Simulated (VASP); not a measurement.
NbP: single point with PBE

NbP:

```
CELL_PARAMETERS angstrom
-1.67492 1.67492 5.74011
1.67492 -1.67492 5.74011
1.67492 1.67492 -5.74011
ATOMIC_POSITIONS crystal
Nb 0.24988 0.74988 0.50000
Nb 0.49988 0.49988 0.00000
P 0.83275 0.33275 0.50000
P 0.08275 0.08275 0.00000
```

```
Program             : VASP 6.6.1
Task                : single point
Functional          : PBE
Potentials or basis : VASP PAW PBE potentials, release 64 (Nb_sv, P)
Cutoff              : 520 eV
k mesh              : 11 × 11 × 11
Occupations         : gaussian, width 0.014 eV
Spin                : no spin polarisation
```

The pressure is -1.5 GPa. The largest force is 0.018 eV/Å. The band gap on the k mesh is zero (filled and empty bands touch).

Forces on the atoms (eV/Å):
```
Nb   0.000  0.000  0.018
Nb   0.000  0.000  0.018
P    0.000  0.000 -0.018
P    0.000  0.000 -0.018
```

Stress tensor (GPa, compression positive):
```
-1.33  0.00  0.00
 0.00 -1.33  0.00
 0.00  0.00 -1.74
```

Levels at points of the mesh, in eV from the Fermi level:
| k point | band 14 | band 15 | band 16 | band 17 | band 18 | band 19 | band 20 | band 21 | band 22 | band 23 |
| --- | --- | --- | --- | --- | --- | --- | --- | --- | --- | --- |
| (0.00, 0.00, 0.00) | -2.22 | -2.12 | -1.70 | -1.35 | -1.35 | 0.84 | 1.60 | 2.65 | 3.14 | 3.14 |

It took 4.5 min on 1 thread of Intel(R) Xeon(R) Platinum 8559C (Emerald Rapids), with other jobs on the host, peak memory 0.43 GiB.
